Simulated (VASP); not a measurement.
SiC, 12 atoms in the cell. The structure is orthorhombic, space group Pmn2_1 (No. 31). Conventional cell: a = 3.075 Å, b = 10.724 Å, c = 4.348 Å, α = 90.00°, β = 90.00°, γ = 90.00°. Si (site symmetry m) has 3 C at 1.88 Å within 2.5 Å. Within 2.5 Å of Si (site symmetry m) lie 4 C at 1.88 Å. Si (site symmetry m) has 4 C at 1.88 Å within 2.5 Å. Within 2.5 Å of C (site symmetry m) lie 4 Si at 1.88 Å. C (site symmetry m) has 4 Si at 1.88 Å within 2.5 Å. C (site symmetry m) has 3 Si at 1.88 Å within 2.5 Å.  This cell differs from its parent crystal: the distance across one plane changed.

| Item | Value |
| --- | --- |
| Program | VASP 6.6.1 |
| Task | single point |
| Functional | PBE |
| Potentials or basis | VASP PAW PBE potentials, release 64 (Si, C) |
| Cutoff | 520 eV |
| k mesh | 6 × 9 × 3 |
| Occupations | gaussian, width 0.05 eV |
| Spin | no spin polarisation |
| Dipole correction | no |
| Further INCAR settings | ALGO = Normal; EDIFF = 1e-06; NBANDS = 36 |

Potentials or basis: VASP PAW PBE potentials, release 64 (Si, C).

Command:

```console
$ cat potpaw_PBE.64/Si/POTCAR potpaw_PBE.64/C/POTCAR > POTCAR
$ mpirun -np 1 vasp_std > vasp.out
```

Hardware: 1 thread of Intel Xeon 8259CL (shared host).

Question: Estimate the wall time of this run.

Answer: Wall time 4 min on 1 thread of Intel Xeon 8259CL, with other jobs on the host, peak memory 0.32 GiB. Counts: scf iterations 15, k points 40.
